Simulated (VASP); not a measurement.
# H24CO11 in VASP: a series of runs

The runs below take H24CO11 through single point, with PBE+D3(BJ).

Program: VASP 6.6.1. These are calculated values, not measurements. Logs are shortened: lines on timing, memory, paths and dates and some standing lists are left out, and cuts for length are marked.

### Step 1. The cell of the first run

The cell holds an amorphous packing of atoms, 36 atoms: a = 6.913 Å, b = 6.913 Å, c = 6.913 Å, α = 90.00°, β = 90.00°, γ = 90.00°.

### Step 2. Single point, PBE+D3(BJ)

The input, INCAR:

```
PREC = Accurate
ENCUT = 520
EDIFF = 1E-7
ISMEAR = -1
SIGMA = 0.05
LREAL = Auto
LASPH = True
NELM = 80
ALGO = Normal
ISIF = 2
LWAVE = False
LCHARG = False
GGA = PE
IVDW = 12
NBANDS = 71
```

The input, KPOINTS:

```
Automatic mesh
0
Gamma
  1 1 1
```

The input, POSCAR:

```
H24CO11
1.0
    6.9125170000      0.0000000000      0.0000000000
    0.0000000000      6.9125170000      0.0000000000
    0.0000000000      0.0000000000      6.9125170000
O H C
11 24 1
Direct
    0.0981118744      0.6367723942      0.1530267484
    0.1217067531      0.2633628243      0.8821967454
    0.7157016757      0.7725695286      0.9402942517
    0.4363822903      0.9315130798      0.1247736534
    0.5752463249      0.7766056850      0.5620528673
    0.2438185685      0.5865446696      0.5825085132
    0.4266029292      0.0140469817      0.7670143885
    0.7302549853      0.3657567858      0.8203234799
    0.2237824515      0.1627916430      0.3661763146
    0.9819144025      0.8627971548      0.5224146284
    0.7337558808      0.0675875372      0.2956810088
    0.0864374004      0.7720921337      0.1376054482
    0.1756089714      0.5933149965      0.0338661012
    0.1024084281      0.1871098473      1.0052054845
   -0.0118046726      0.3176845713      0.8537700522
    0.8125549637      0.8814300204      0.8964028588
    0.7759546920      0.7182622480      1.0437298020
    0.4288452383      0.9887715285     -0.0340541658
    0.4793767596      0.8038316578      0.0857719410
    0.5136479230      0.6541611399      0.6016043071
    0.5345664973      0.7718896026      0.4084619249
    0.1635149686      0.4832103849      0.6168664757
    0.1582491587      0.7074412982      0.6220744195
    0.2945236880      0.0542638810      0.7068915708
    0.4755142013     -0.0950883737      0.6767288963
    0.6424577328      0.2565780308      0.8859580382
    0.6690761122      0.4916877600      0.8801714339
    0.1987843213      0.2187770388      0.5005123315
    0.3547188383      0.1609543962      0.3923606987
    1.1028978301      0.9114624962      0.4658939718
    0.8884752110      0.9198096728      0.4213081863
    0.8653577271      0.3428562997      0.2722018622
    0.6062914565      0.0312187297      0.2516304842
    0.5662915549      0.3302125695      0.2681657058
    0.7545442565      0.2828781470      0.4937854041
    0.7217197441      0.2658799971      0.3328888739
```

Potentials or basis: VASP PAW PBE potentials, release 64 (O, H, C).

Run with:

```sh
$ cat potpaw_PBE.64/O/POTCAR potpaw_PBE.64/H/POTCAR potpaw_PBE.64/C/POTCAR > POTCAR
$ mpirun -np 1 vasp_gam > vasp.out
```

OUTCAR:

```text
PREC = Accurate
   ENCUT = 520
   EDIFF = 1E-7
   ISMEAR = -1
   LREAL = Auto
   LASPH = True
   NELM = 80
   ISIF = 2
   GGA = PE
   IVDW = 12
 IVDW          = 12

 ion  position               nearest neighbor table
   1  0.098  0.637  0.153-  12 0.94  13 1.03
   2  0.122  0.263  0.882-  14 1.01  15 1.02
   3  0.716  0.773  0.940-  17 0.91  16 1.05
   4  0.436  0.932  0.125-  19 0.97  18 1.17
   5  0.575  0.777  0.562-  20 0.99  21 1.10  25 1.37
   6  0.244  0.587  0.583-  22 0.94  23 1.06
   7  0.427  0.014  0.767-  25 1.04  24 1.04  18 1.39
   8  0.730  0.366  0.820-  27 1.05  26 1.07
   9  0.224  0.163  0.366-  29 0.92  28 1.02
  10  0.982  0.863  0.522-  30 0.98  31 1.03
  11  0.734  0.068  0.296-  33 0.97  36 1.40
  12  0.086  0.772  0.138-   1 0.94
  13  0.176  0.593  0.034-   1 1.03
  14  0.102  0.187  0.005-   2 1.01
  15  0.988  0.318  0.854-   2 1.02
  16  0.813  0.881  0.896-   3 1.05
  17  0.776  0.718  0.044-   3 0.91
  18  0.429  0.989  0.966-   4 1.17   7 1.39
  19  0.479  0.804  0.086-   4 0.97
  20  0.514  0.654  0.602-   5 0.99
  21  0.535  0.772  0.408-   5 1.10
  22  0.164  0.483  0.617-   6 0.94
  23  0.158  0.707  0.622-   6 1.06
  24  0.295  0.054  0.707-   7 1.04
  25  0.476  0.905  0.677-   7 1.04   5 1.37
  26  0.642  0.257  0.886-   8 1.07
  27  0.669  0.492  0.880-   8 1.05
  28  0.199  0.219  0.501-   9 1.02
  29  0.355  0.161  0.392-   9 0.92
  30  0.103  0.911  0.466-  10 0.98
  31  0.888  0.920  0.421-  10 1.03
  32  0.865  0.343  0.272-  36 1.20
  33  0.606  0.031  0.252-  11 0.97
  34  0.566  0.330  0.268-  36 1.25
  35  0.755  0.283  0.494-  36 1.14
  36  0.722  0.266  0.333-  35 1.14  32 1.20  34 1.25  11 1.40

  LATTYP: Found a simple cubic cell.
 ALAT       =     6.9125170000

  Lattice vectors:

 A1 = (   6.9125170000,   0.0000000000,   0.0000000000)
 A2 = (   0.0000000000,   6.9125170000,   0.0000000000)
 A3 = (   0.0000000000,   0.0000000000,   6.9125170000)

Analysis of symmetry for initial positions (statically):
=====================================================================
 Subroutine PRICEL returns:
 Original cell was already a primitive cell.

 Routine SETGRP: Setting up the symmetry group for a
 simple cubic supercell.

[... 161 lines left out ...]
   NELM   =     80;   NELMIN=  2; NELMDL= -5     # of ELM steps
   EDIFF  = 0.1E-06   stopping-criterion for ELM
   LREAL  =      T    real-space projection
   EDIFFG = 0.1E-05   stopping-criterion for IOM
   NSW    =      0    number of steps for IOM
   IBRION =     -1    ionic relax: 0-MD 1-quasi-New 2-CG
   NFREE  =      0    steps in history (QN), initial steepest desc. (CG)
   ISIF   =      2    stress and relaxation
   ISYM   =      2    0-nonsym 1-usesym 2-fastsym
   POTIM  = 0.5000    time-step for ionic-motion
   TEBEG  =    0.0;   TEEND  =   0.0 temperature during run
   PSTRESS=    0.0 pullay stress
   NELECT =      94.0000    total number of electrons
   NUPDOWN=      -1.0000    fix difference up-down
   EMIN   =  10.00;   EMAX   =-10.00  energy-range for DOS
   EFERMI =   0.00;   METHOD = LEGACY
   ISMEAR =    -1;   SIGMA  =   0.05  broadening in eV -4-tet -1-fermi 0-gaus
   EFERMI_NEDOS =   21; number of points for ismear=-14 and -15
   IALGO  =     38    algorithm
   IMIX   =      4    mixing-type and parameters
     AMIX     =   0.40;   BMIX     =  1.00
     AMIX_MAG =   1.60;   BMIX_MAG =  1.00
  volume/ion in A,a.u.               =       9.18        61.92
  Fermi-wavevector in a.u.,A,eV,Ry     =   1.076832  2.034917 15.776865  1.159567
  Thomas-Fermi vector in A             =   2.212727
   LORBIT       =      0    0 simple, 1 ext, 2 COOP (PROOUT), +10 PAW based schemes
   GGA     = PE    functional components
   LHFCALC =     F    Hartree Fock is set to
   AEXX    =    0.0000 exact exchange contribution
   IVDW    =    12    specifies the selected vdW correction
   LEPSILON=     F    determine dielectric tensor
   LRPA    =     F    only Hartree local field effects (RPA)
 non-spin polarized calculation
  energy-cutoff  :      520.00
  volume of cell :      330.30
 maximum number of plane-waves:      4463
 NGX is ok and might be reduce to    50
   NGX = 25   NGY = 25   NGZ = 25

 number of electron      93.9999985 magnetization

 Free energy of the ion-electron system (eV)
  ---------------------------------------------------
  ext. energy  EPLUGINS =         0.00000000
  ---------------------------------------------------
  free energy    TOTEN  =      -171.64085792 eV

  energy without entropy =     -171.64085792  energy(sigma->0) =     -171.64085792

 E-fermi :  -1.1263     XC(G=0):  -7.2455

 val. band max:       -2.3346244307   @ k =   0.0000   0.0000   0.0000
 cond. band min:       0.9493287915   @ k =   0.0000   0.0000   0.0000
 fundamental gap:      3.2839532222
 Fermi energy:        -1.1263097855

 k-point     1 :       0.0000    0.0000    0.0000
  band No.  band energies     occupation
      1     -22.6098      2.00000
      2     -22.4181      2.00000
      3     -22.2488      2.00000
      4     -22.1340      2.00000
      5     -21.4582      2.00000
      6     -21.3966      2.00000
[... 51 lines left out ...]
     58       5.8279      0.00000
     59       5.9837      0.00000
 [bands above 59 left out]

------------------------ aborting loop because EDIFF is reached ----------------------------------------

 Edisp (eV)   -1.36307

 E8    (eV) :    -0.2820

  FORCE on cell =-STRESS in cart. coord.  units (eV):
  Direction    XX          YY          ZZ          XY          YZ          ZX
  --------------------------------------------------------------------------------------
  -------------------------------------------------------------------------------------
  Total      -3.50253     0.57459    -9.04046    -0.53543     2.40156    -1.28462
  in kB     -16.98960     2.78714   -43.85230    -2.59718    11.64917    -6.23126
  external pressure =      -19.35 kB  Pullay stress =        0.00 kB

 VOLUME and BASIS-vectors are now :
 -----------------------------------------------------------------------------
  energy-cutoff  :      520.00
  volume of cell :      330.30
      direct lattice vectors                 reciprocal lattice vectors
     6.912517000  0.000000000  0.000000000     0.144665105  0.000000000  0.000000000
     0.000000000  6.912517000  0.000000000     0.000000000  0.144665105  0.000000000
     0.000000000  0.000000000  6.912517000     0.000000000  0.000000000  0.144665105

 POSITION                                       TOTAL-FORCE (eV/Angst)
 -----------------------------------------------------------------------------------
      0.67820      4.40170      1.05780         0.888614     -2.187404     -1.799884
      0.84130      1.82050      6.09820        -1.178524     -0.345586      0.736616
      4.94730      5.34040      6.49980         0.476082      3.029342     -3.942219
      3.01650      6.43910      0.86250        -1.092549      0.955730     -1.484096
      3.97640      5.36830      3.88520        -0.660790     -1.272036     -4.386082
      1.68540      4.05450      4.02660         0.177237      3.284002      0.789980
[... 28 lines left out ...]
      5.21580      1.95540      3.41330        -1.310689      0.410932     -0.999242
      4.98890      1.83790      2.30110         1.431109      2.381144      0.398300
 -----------------------------------------------------------------------------------
    total drift:                               -0.001742      0.014438      0.010855

  FREE ENERGIE OF THE ION-ELECTRON SYSTEM (eV)
  ---------------------------------------------------
  free  energy   TOTEN  =      -173.0039319210 eV

  energy  without entropy=     -173.0039319209  energy(sigma->0) =     -173.00393192
```

OSZICAR:

```text
N       E                     dE             d eps       ncg     rms          rms(c)
DAV:   1     0.751090977943E+03    0.75109E+03   -0.52150E+04   142   0.124E+03
DAV:   2    -0.110304925186E+03   -0.86140E+03   -0.82244E+03   196   0.299E+02
DAV:   3    -0.187726022836E+03   -0.77421E+02   -0.76848E+02   172   0.960E+01
DAV:   4    -0.188932243827E+03   -0.12062E+01   -0.12037E+01   164   0.133E+01
DAV:   5    -0.188948497949E+03   -0.16254E-01   -0.16246E-01   172   0.151E+00    0.249E+01
DAV:   6    -0.172407480061E+03    0.16541E+02   -0.50541E+01   164   0.264E+01    0.998E+00
DAV:   7    -0.171913088870E+03    0.49439E+00   -0.19585E+00   172   0.552E+00    0.624E+00
DAV:   8    -0.171637435643E+03    0.27565E+00   -0.65749E-01   172   0.401E+00    0.851E-01
DAV:   9    -0.171632294135E+03    0.51415E-02   -0.84147E-02   164   0.125E+00    0.422E-01
DAV:  10    -0.171639444154E+03   -0.71500E-02   -0.24424E-02   164   0.617E-01    0.234E-01
DAV:  11    -0.171639884759E+03   -0.44061E-03   -0.26083E-03   172   0.275E-01    0.114E-01
DAV:  12    -0.171640782740E+03   -0.89798E-03   -0.15544E-03   156   0.199E-01    0.365E-02
DAV:  13    -0.171640845431E+03   -0.62692E-04   -0.22628E-04   180   0.778E-02    0.214E-02
DAV:  14    -0.171640856506E+03   -0.11074E-04   -0.51954E-05   156   0.323E-02    0.112E-02
DAV:  15    -0.171640857302E+03   -0.79635E-06   -0.72363E-06   164   0.170E-02    0.491E-03
DAV:  16    -0.171640857749E+03   -0.44708E-06   -0.34286E-06   164   0.119E-02    0.250E-03
DAV:  17    -0.171640857905E+03   -0.15541E-06   -0.15945E-06   172   0.705E-03    0.174E-03
DAV:  18    -0.171640857921E+03   -0.16492E-07   -0.30813E-07   156   0.256E-03
   1 F= -.17300393E+03 E0= -.17300393E+03  d E =-.804800E-10
```

stdout:

```text
POSCAR found type information on POSCAR O H C
 POSCAR found :  3 types and      36 ions
 scaLAPACK will be used
 LDA part: xc-table for (Slater+PW92), standard interpolation
 POSCAR, INCAR and KPOINTS ok, starting setup
 FFT: planning ... GRIDC
 FFT: planning ... GRID_SOFT
 FFT: planning ... GRID
 WAVECAR not read
 entering main loop
```

Wall time 39 s (1 thread of Intel Xeon 6975P-C (Granite Rapids), shared host); peak memory 0.34 GiB.

What came out:

* Free energy: -173.0039 eV
* Pressure: -1.9 GPa
* Largest force: 4.994 eV/Å
* Band gap on the k mesh: 3.28 eV
* Dispersion energy per atom: -0.038 eV

Forces in eV/Å, atoms in the order of the input:
```
O    0.889 -2.187 -1.800
O   -1.179 -0.346  0.737
O    0.476  3.029 -3.942
O   -1.093  0.956 -1.484
O   -0.661 -1.272 -4.386
O    0.177  3.284  0.790
O   -2.624  1.427 -0.844
O   -3.006 -0.051  2.599
O   -2.635  0.886  2.403
O   -0.220  0.971 -0.975
O    1.163 -0.196 -0.157
H    0.272  1.580 -0.019
H   -1.243  0.475  1.676
H    0.290  0.926 -1.189
H    0.623 -0.519  0.467
H   -1.945 -2.211  0.504
H    2.258 -1.664  3.281
H   -0.075 -0.803  1.683
H    0.214 -0.042  0.085
H   -0.134 -0.037  0.071
H    0.832  0.494  3.641
H   -1.186 -1.522  0.573
H    1.050 -2.326 -1.069
H    2.000 -0.423  1.660
H    0.447  0.220  0.037
H    1.762  2.078 -1.640
H    1.434 -1.927 -1.298
H   -0.938 -0.315 -1.696
H    3.438 -0.520 -0.602
H   -0.089  0.140 -0.092
H    0.253 -0.403  1.319
H   -2.320 -0.632  0.089
H   -1.095 -1.229 -1.116
H    2.743 -0.632  1.296
H   -1.311  0.411 -0.999
C    1.431  2.381  0.398
```

Stress tensor (GPa, compression positive):
```
-1.70 -0.26 -0.62
-0.26  0.28  1.16
-0.62  1.16 -4.39
```

Caveat: the k points lie up to 0.91 Å⁻¹ apart.

### Step 3. Single point, PBE+D3(BJ)

The input, INCAR:

```
SYSTEM = H24CO11
PREC = Accurate ; ENCUT = 520
EDIFF = 1E-6 ; ISMEAR = -1
SIGMA = 0.05 ; LREAL = Auto
LASPH = .TRUE. ; NELM = 80
ALGO = Normal ; ISIF = 2
LWAVE = .FALSE. ; LCHARG = .FALSE.
GGA = PE ; IVDW = 12
NBANDS = 71
```

The input, KPOINTS:

```
Automatic mesh
0
G
  1 1 1
  0 0 0
```

The input, POSCAR:

```
H24CO11
1.0
    6.9125170000      0.0000000000      0.0000000000
    0.0000000000      6.9125170000      0.0000000000
    0.0000000000      0.0000000000      6.9125170000
O H C
11 24 1
Direct
    0.0489546716      0.6664432073      0.1587699531
    0.1146760290      0.2711747400      0.7984645824
    0.7295750593      0.8135676194      0.9536323744
    0.3883100758      0.9535021758      0.1027990239
    0.6137561759      0.7437377731      0.5047799521
    0.2412290632      0.5577129141      0.6436584532
    0.4099809085      0.0904446239      0.7269276878
    0.7268408888      0.3637459409      0.8432673656
    0.1943865021      0.1823503653      0.3580172027
    0.9787751697      0.8537989852      0.4662990341
    0.8006345590      0.1316163128      0.2634351568
    0.1777355484      0.7117378518      0.1099599466
    0.0245352019      0.5908412232      0.0417792824
    0.1924769227      0.2196160964      0.8977337777
   -0.0167956187      0.2595436655      0.8694517496
    0.6560996523      0.6840200176      0.9600699716
    0.7838244738      0.8288008550      1.0800986095
    0.3415398472      1.0128727351     -0.0022133761
    0.5181759408      0.9003232831      0.0562313264
    0.4867257469      0.7418426602      0.4907329703
    0.6882731717      0.8034410621      0.3725560458
    0.1349291438      0.4955213853      0.7238463211
    0.1914353339      0.7111302583      0.6119044626
    0.2775110716      0.0548570079      0.6734594649
    0.5048233516     -0.0119493377      0.6800706602
    0.7300958537      0.2305238454      0.8824571426
    0.7487865853      0.3769104655      0.6988337244
    0.1856053302      0.3131999531      0.3023790032
    0.3245850969      0.1787482042      0.4228561029
    1.0064640709      0.9750862096      0.3906970500
    0.9251188822      0.8793323763      0.5960491670
    0.6709856916      0.4062919484      0.3678544299
    0.7018427586      0.1626035784      0.1742057199
    0.7254665703      0.1946758323      0.5422771474
    0.8770900672      0.3786030472      0.4309718153
    0.7655388045      0.2824007521      0.4067404102
```

Potentials or basis: VASP PAW PBE potentials, release 64 (O, H, C).

Run with:

```sh
$ cat potpaw_PBE.64/O/POTCAR potpaw_PBE.64/H/POTCAR potpaw_PBE.64/C/POTCAR > POTCAR
$ mpirun -np 1 vasp_gam > vasp.out
```

Run time: 32 s. Hardware: 1 thread of Intel Xeon 6975P-C (Granite Rapids), shared host; peak memory 0.4 GiB.

Results (log left out):

| Property | Result |
| --- | --- |
| Free energy | -172.0682 eV |
| Pressure | 0.3 GPa |
| Largest force | 8.315 eV/Å |
| Band gap on the k mesh | 3.36 eV |
| Dispersion energy per atom | -0.038 eV |

Forces on the atoms (eV/Å):
```
O    1.364 -0.509 -1.525
O   -3.922 -0.561  1.194
O   -1.905 -1.672 -0.625
O    3.089 -3.275  4.214
O    7.854  1.551 -2.250
O   -1.527  4.402 -0.364
O   -0.017 -1.683 -1.337
O    0.493  1.355 -0.643
O    1.172  0.520  0.209
O    0.457  0.294  0.592
O    0.421  1.431  0.468
H   -0.402  0.573  1.089
H   -0.754 -0.320  0.053
H    1.647 -0.308  1.043
H    1.477  0.611 -1.356
H    1.322  1.577 -0.422
H    1.110 -0.167  0.807
H   -1.609  2.250 -4.289
H   -1.338  0.608  0.037
H   -6.122 -0.313 -1.193
H   -2.008 -1.408  3.844
H    1.301  0.562 -0.944
H    0.701 -4.088  0.507
H    1.560  0.403  0.412
H   -1.120  0.707  0.406
H   -0.487 -0.611 -0.537
H   -0.488 -0.537  1.786
H    0.005 -0.317  0.511
H   -1.297  0.204 -0.666
H   -0.040 -0.613  1.094
H    0.085  0.426 -0.840
H   -1.229 -1.157 -0.285
H   -1.223 -0.188 -1.283
H   -0.005  1.254 -1.143
H    3.125  0.554  0.534
C   -1.690 -1.552  0.901
```

Stress tensor (GPa, compression positive):
```
 3.47 -0.79  3.88
-0.79 -3.08  1.21
 3.88  1.21  0.38
```

Levels at points of the mesh, in eV from the valence-band top:
```csv
k point,band 44,band 45,band 46,band 47,band 48,band 49,band 50,band 51
"(0.00, 0.00, 0.00)",-1.05,-0.72,-0.43,0.00,3.36,5.90,5.93,6.21
```

Caveat: the k points lie up to 0.91 Å⁻¹ apart.
